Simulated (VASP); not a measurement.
Wanted: the native input for a VASP 6.6.1 run.

```yaml
Task: single point
Functional: PBE
Potentials_or_basis: VASP PAW PBE potentials, release 64 (Ga_d, N)
Cutoff: 520 eV
k_mesh: 12 × 12 × 6
Occupations: fermi-dirac, width 0.02 eV
Spin: no spin polarisation
Dipole_correction: no
Further_INCAR_settings: ALGO = Normal; EDIFF = 1e-07; NBANDS = 26
```

The structure of GaN lies in POSCAR:

```
GaN
1.0
    3.3000348257      0.0000000000      0.0000000000
   -1.6500174128      2.8579139924      0.0000000000
    0.0000000000      0.0000000000      4.7558746756
Ga N
2 2
Direct
    0.3333333333      0.6666666667      0.2500000000
    0.6666666667      0.3333333333      0.7500000000
    0.6666666667      0.3333333333      0.2500000000
    0.3333333333      0.6666666667      0.7500000000
```

The input as run:

INCAR

```
SYSTEM = GaN
ALGO = Normal
EDIFF = 1E-7
ENCUT = 520
GGA = PE
ISIF = 2
ISMEAR = -1
LASPH = .TRUE.
LCHARG = .FALSE.
LREAL = .FALSE.
LWAVE = .FALSE.
NBANDS = 26
NELM = 100
PREC = Accurate
SIGMA = 0.02
```

KPOINTS

```
k-points
0
G
  12 12 6
  0 0 0
```

Potentials or basis: VASP PAW PBE potentials, release 64 (Ga_d, N).

Launch:

```console
$ cat potpaw_PBE.64/Ga_d/POTCAR potpaw_PBE.64/N/POTCAR > POTCAR
$ mpirun -np 1 vasp_std > vasp.out
```

It gave:

```json
{"Pressure": "6.4 GPa", "Band gap on the k mesh": "1.46 eV"}
```

Caveat: the cell stands under pressure.

It took 120 s on 1 thread of Intel(R) Xeon(R) Platinum 8375C CPU @ 2.90GHz (Ice Lake), on a shared host, peak memory 0.22 GiB.
